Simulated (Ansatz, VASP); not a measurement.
## Si4F in VASP and in Ansatz

```xyz
5
Lattice="3.8333 0.0000 0.0000 -1.9167 3.3198 0.0000 0.0000 0.0000 20.9084" Properties=species:S:1:pos:R:3 pbc="T T T"
Si    0.0000    2.2132    4.0000
Si    0.0000    0.0000    4.7825
Si    0.0000    0.0000    7.2526
Si    1.9167    1.1066    7.9084
F     0.9583    2.7665   10.1084
```

Alike in both runs: task single point; functional PBE; dispersion D3(BJ); k mesh 9 × 9 × 1; occupations gaussian, width 0.05 eV; collinear spin.

|  | VASP | Ansatz |
| --- | --- | --- |
| version | VASP 6.6.1 | Ansatz 0.2.0 |
| potentials or method | VASP PAW PBE potentials, release 64 (Si, F), cutoff 520 eV | scalar-relativistic, plane waves, PAW |
| valence electrons in the cell | 23 | 23 |

VASP gave:

| Item | Value |
| --- | --- |
| gap on the k mesh at the Fermi level (eV) | none |
| rms of the force components (eV/Å) | 0.703 |
| net moment per atom (μB) | 0.20 |
| size of the moment on the site where the two differ most (μB) | 0.25 |

Problem. Which values does Ansatz return?

Solution. gap on the k mesh at the Fermi level (eV): none; rms of the force components (eV/Å): 0.705; net moment per atom (μB): 0.20; size of the moment on the site where the two differ most (μB): 0.28.

Site moments also hang on the region over which each program counts them. Atom by atom the forces differ by 0.004 eV/Å (rms over components). A gap of «none» marks a metal or a gap that the smearing closes.
